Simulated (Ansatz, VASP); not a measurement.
One calculation of Ni, two programs

The input INCAR:

```
PREC = Accurate
ENCUT = 520
EDIFF = 1E-6
ISMEAR = -1
SIGMA = 0.05
LREAL = False
LASPH = True
NELM = 150
ALGO = Normal
ISIF = 2
LWAVE = False
LCHARG = False
ISPIN = 2
MAGMOM = 1.2
LORBIT = 11
NUPDOWN = 1.2
LMAXMIX = 4
GGA = PS
NBANDS = 15
```

Contents of KPOINTS:

```
regular mesh
0
Gamma
  11 11 11
```

The input POSCAR:

```
Ni
1.0
   -1.3837154700      1.3837154700      1.3837154700
    1.3837154700     -1.3837154700      1.3837154700
    1.3837154700      1.3837154700     -1.3837154700
Ni
1
Direct
    0.0000000000      0.0000000000      0.0000000000
```

File input.yaml:

```yaml
crystal:
  lattice:
    - [-1.38371547, 1.38371547, 1.38371547]
    - [1.38371547, -1.38371547, 1.38371547]
    - [1.38371547, 1.38371547, -1.38371547]
  atoms:
    - { symbol: Ni, position: [0.0, 0.0, 0.0], spin: 1.2 }
hamiltonian:
  xc: pbesol
  pseudopotentials: { kind: paw }
magnetization:
  spin_polarized: true
  initial_magnetization: 1.2
  spin_locking: { lock_magnetization: hard }
kpoints:
  mp_grid: { grid: [11, 11, 11] }
scf:
  occupations: { method: fermi_dirac, width: 0.05 }
  lower_state_search: "off"
output:
  forces: true
  stress: true
  eigenvalues: true
```

Alike in both runs: task single point; functional PBEsol; k mesh 11 × 11 × 11; occupations fermi-dirac, width 0.05 eV; collinear spin; fixed moment 1.2 μB.

|  | VASP | Ansatz |
| --- | --- | --- |
| version | VASP 6.6.1 | Ansatz 0.2.0 |
| potentials or method | VASP PAW PBE potentials, release 64 (Ni) | Ansatz PAW |
| plane-wave cutoff (eV) | 520 | 420 |
| valence electrons in the cell | 10 | 18 |

VASP gave:

- pressure (GPa): 5.3
- net moment per atom (μB): 1.20
- size of the moment on the site where the two differ most (μB): 1.17

Estimate Ansatz's values.

pressure (GPa): 5.4; net moment per atom (μB): 1.20; size of the moment on the site where the two differ most (μB): 1.16.

VASP's potentials were made for PBE, not for PBEsol. Site moments also hang on the region over which each program counts them. VASP's potentials hold 10 valence electrons a cell and Ansatz's 18, so a difference there can come from the potentials and not from the codes.
